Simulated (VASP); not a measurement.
Fe2O3: single point with PBE

Fe2O3:

```
CELL_PARAMETERS angstrom
2.38606 1.37759 4.43701
-2.38606 1.37759 4.43701
0.00000 -2.75519 4.43701
ATOMIC_POSITIONS crystal
Fe 0.34547 0.34547 0.34547
Fe 0.15453 0.15453 0.15453
Fe 0.65453 0.65453 0.65453
Fe 0.84547 0.84547 0.84547
O 0.56316 0.93684 0.25000
O 0.25000 0.56316 0.93684
O 0.93684 0.25000 0.56316
O 0.43684 0.06316 0.75000
O 0.75000 0.43684 0.06316
O 0.06316 0.75000 0.43684
```

```
Program                : VASP 6.6.1
Task                   : single point
Functional             : PBE
Potentials or basis    : VASP PAW PBE potentials, release 64 (Fe, O)
Cutoff                 : 520 eV
k mesh                 : 6 × 6 × 6
Occupations            : gaussian, width 0.1 eV
Spin                   : collinear spin, ferromagnetic start
Starting moments       : [3.23, 3.23, 3.23, 3.23, 0.18, 0.18, 0.18, 0.18, 0.18, 0.18] μB
Dipole correction      : no
Further INCAR settings : ALGO = Normal; EDIFF = 1e-06; NBANDS = 49
```

| Quantity | Value |
| --- | --- |
| Pressure | 1.6 GPa |
| Largest force | 0.045 eV/Å |
| Band gap on the k mesh | zero (filled and empty bands overlap) |
| Net moment | 4.00 μB per cell |
| Site moments | Fe +0.94; O +0.03 μB |
| Valence electrons inside the program's atomic spheres | Fe 7.37; O 5.01 |

Forces in eV/Å, atoms in the order of the input:
```
Fe   0.000  0.000  0.045
Fe   0.000  0.000 -0.045
Fe   0.000  0.000 -0.045
Fe   0.000  0.000  0.045
O    0.023  0.000  0.000
O   -0.012  0.020  0.000
O   -0.012 -0.020  0.000
O   -0.023  0.000  0.000
O    0.012 -0.020  0.000
O    0.012  0.020  0.000
```

Levels at points of the mesh, in eV from the Fermi level:
Spin up:
```
           k point  band 34  band 35  band 36  band 37  band 38  band 39
(0.00, 0.00, 0.00)    -0.61    -0.55    -0.55     0.43     0.43     0.61
(0.50, 0.00, 0.00)    -0.97    -0.85    -0.85     0.99     0.99     1.20
(0.50, 0.50, 0.00)    -0.84    -0.74    -0.74     0.31     0.47     0.67
(0.50, 0.50, 0.50)    -0.85    -0.85    -0.85     1.05     1.05     1.05
```
Spin down:
| k point | band 30 | band 31 | band 32 | band 33 | band 34 | band 35 |
| --- | --- | --- | --- | --- | --- | --- |
| (0.00, 0.00, 0.00) | -0.66 | -0.66 | -0.31 | 0.30 | 0.30 | 0.46 |
| (0.50, 0.00, 0.00) | -0.35 | -0.11 | -0.11 | -0.03 | -0.03 | 0.44 |
| (0.50, 0.50, 0.00) | -0.35 | -0.26 | -0.07 | 0.06 | 0.31 | 0.39 |
| (0.50, 0.50, 0.50) | -0.07 | -0.05 | -0.05 | -0.05 | -0.05 | 0.04 |

Run time: 5.1 min on 1 thread of Intel(R) Xeon(R) 6975P-C (Granite Rapids) (shared host), peak memory 0.4 GiB.

Caveat: semilocal functionals often make such compounds metallic where correlation or magnetic order opens a gap, which also shifts bond lengths; the run started ferromagnetic, and an antiferromagnetic order may lie lower in energy. With open d or f shells a metallic result of PBE can be an artefact of self-interaction; +U or a hybrid may open a gap.
